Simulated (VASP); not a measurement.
**BeCd2Te3: relaxation of cell and atoms with PBE**

Crystal: BeCd2Te3.

```xyz
6
Lattice="4.9798 0.0000 0.0000 0.0000 4.9798 0.0000 0.0000 0.0000 10.4515" Properties=species:S:1:pos:R:3 pbc="T T T"
Be    0.0000    0.0000    0.0000
Cd    0.0000    0.0000    7.9536
Cd    0.0000    0.0000    2.4979
Te    0.0000    2.4899    0.0000
Te    2.4899    0.0000    0.0000
Te    0.0000    0.0000    5.2257
```

The cell was generated, and may not be a known phase.

```json
{
  "Program": "VASP 6.6.1",
  "Task": "relaxation of cell and atoms",
  "Functional": "PBE",
  "Potentials or basis": "VASP PAW PBE potentials, release 64 (Be, Cd, Te)",
  "Cutoff": "600 eV",
  "k mesh": "8 × 8 × 4",
  "Occupations": "gaussian, width 0.1 eV",
  "Spin": "no spin polarisation",
  "Dipole correction": "no",
  "Further INCAR settings": "ALGO = Normal; EDIFF = 1e-07; IBRION = 2; EDIFFG = -0.01; NSW = 100; ISIF = 3"
}
```

- Relaxed volume: 43.51 Å³/atom
- Relaxed cell: a = 5.053 Å, b = 5.053 Å, c = 10.223 Å, α = 90.00°, β = 90.00°, γ = 90.00°
- Space group after relaxing (to 0.1 Å): P4/mmm (No. 123)
- Energy gained by relaxing: 4.3 meV/atom
- Ionic steps: 7
- Pressure after relaxing: 0.0 GPa
- Band gap on the k mesh: zero (bands 22 and 23 overlap by 0.74 eV)

Step by step:
| step | energy change (eV) | largest force (eV/Å) | pressure (GPa) | volume (Å³) |
| --- | --- | --- | --- | --- |
| 1 | 0.0000 | 0.0072 | 0.04 | 259.18 |
| 2 | -0.0175 | 0.0663 | 0.05 | 259.56 |
| 3 | -0.0233 | 0.1388 | 0.08 | 259.88 |
| 4 | -0.0233 | 0.1441 | 0.09 | 259.90 |
| 5 | -0.0253 | 0.0717 | 0.00 | 261.01 |
| 6 | -0.0257 | 0.0237 | -0.06 | 261.75 |
| 7 | -0.0260 | 0.0012 | -0.01 | 261.03 |

Final structure:
```
Be Cd Te
1.0
     5.05319    0.00000    0.00000
     0.00000    5.05319    0.00000
     0.00000    0.00000   10.22264
Be Cd Te
1 2 3
Direct
  0.00000 0.00000 0.00000
  0.00000 0.00000 0.76256
  0.00000 0.00000 0.23744
  0.00000 0.50000 0.00000
  0.50000 0.00000 0.00000
  0.00000 0.00000 0.50000
```

Levels at points of the mesh, in eV from the Fermi level:
| k point | band 19 | band 20 | band 21 | band 22 | band 23 | band 24 | band 25 | band 26 |
| --- | --- | --- | --- | --- | --- | --- | --- | --- |
| (0.00, 0.00, 0.00) | -0.58 | -0.05 | -0.05 | 0.11 | 0.11 | 0.73 | 1.79 | 3.17 |
| (0.50, 0.00, 0.00) | -1.49 | -1.48 | -0.85 | -0.14 | 0.06 | 1.02 | 3.28 | 3.50 |
| (0.50, 0.50, 0.00) | -1.38 | -0.71 | -0.71 | 0.18 | 0.57 | 1.67 | 3.29 | 3.29 |
| (0.00, 0.00, 0.50) | -0.58 | -0.08 | -0.08 | 0.09 | 0.09 | 0.89 | 2.44 | 2.89 |
| (0.50, 0.00, 0.50) | -1.49 | -1.47 | -0.65 | 0.01 | 0.53 | 1.71 | 2.35 | 2.99 |
| (0.50, 0.50, 0.50) | -2.00 | -0.52 | -0.52 | 0.57 | 1.67 | 2.24 | 2.62 | 2.62 |

Wall time 47 min on 1 thread of Oxide Virtual Turin-like Processor, with other jobs on the host, peak memory 0.62 GiB.

Caveat: semilocal functionals underestimate gaps, and a narrow one can read as zero; spin-orbit coupling is left out, which moves the levels of the heavy elements.
